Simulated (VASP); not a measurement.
Input of a VASP 6.6.1 run:

INCAR

```
PREC = Accurate ; ENCUT = 520
EDIFF = 1E-6 ; ISMEAR = 0
SIGMA = 0.05 ; LREAL = False
LASPH = True ; NELM = 120
ALGO = Normal ; ISIF = 2
LWAVE = False ; LCHARG = False
LDIPOL = True ; IDIPOL = 3
DIPOL = 0.5 0.5 0.500 ; GGA = PS
NBANDS = 141 ; GGA_COMPAT = False
NELMDL = -8 ; KPAR = 4
```

Contents of KPOINTS:

```
Automatic mesh
0
Gamma
  7 3 1
```

The input POSCAR:

```
CaF2
1.0
    3.8330589184      0.0000000000      0.0000000000
    0.0000000000      9.3890385042      0.0000000000
    0.0000000000      0.0000000000     24.9585791927
Ca F
10 20
Direct
    0.5000000000      0.6666666667      0.3004978746
    0.0000000000      0.3333333333      0.3448316802
    0.5000000000      0.0000000000      0.3891654859
    0.0000000000      0.6666666667      0.4334992915
    0.5000000000      0.3333333333      0.4778330972
    0.0000000000      0.0000000000      0.5221669028
    0.5000000000      0.6666666667      0.5665007085
    0.0000000000      0.3333333333      0.6108345141
    0.5000000000      0.0000000000      0.6551683198
    0.0000000000      0.6666666667      0.6995021254
    0.5000000000      0.4166666667      0.3004978746
    0.5000000000      0.9166666667      0.3004978746
    0.0000000000      0.0833333333      0.3448316802
    0.0000000000      0.5833333333      0.3448316802
    0.5000000000      0.7500000000      0.3891654859
    0.5000000000      0.2500000000      0.3891654859
    0.0000000000      0.4166666667      0.4334992915
    0.0000000000      0.9166666667      0.4334992915
    0.5000000000      0.0833333333      0.4778330972
    0.5000000000      0.5833333333      0.4778330972
    0.0000000000      0.7500000000      0.5221669028
    0.0000000000      0.2500000000      0.5221669028
    0.5000000000      0.4166666667      0.5665007085
    0.5000000000      0.9166666667      0.5665007085
    0.0000000000      0.0833333333      0.6108345141
    0.0000000000      0.5833333333      0.6108345141
    0.5000000000      0.7500000000      0.6551683198
    0.5000000000      0.2500000000      0.6551683198
    0.0000000000      0.4166666667      0.6995021254
    0.0000000000      0.9166666667      0.6995021254
```

Potentials or basis: VASP PAW PBE potentials, release 64 (Ca_sv, F).

Launch:

```bash
$ cat potpaw_PBE.64/Ca_sv/POTCAR potpaw_PBE.64/F/POTCAR > POTCAR
$ mpirun -np 4 vasp_std > vasp.out
```

(1) Predict the largest force.

(2) Estimate the band gap on the k mesh.

Results:

(1) 2.307 eV/Å.

(2) 3.10 eV (least direct gap 3.17 eV).

Caveat: the PAW data sets were made with another functional, which shifts forces and pressure a little.
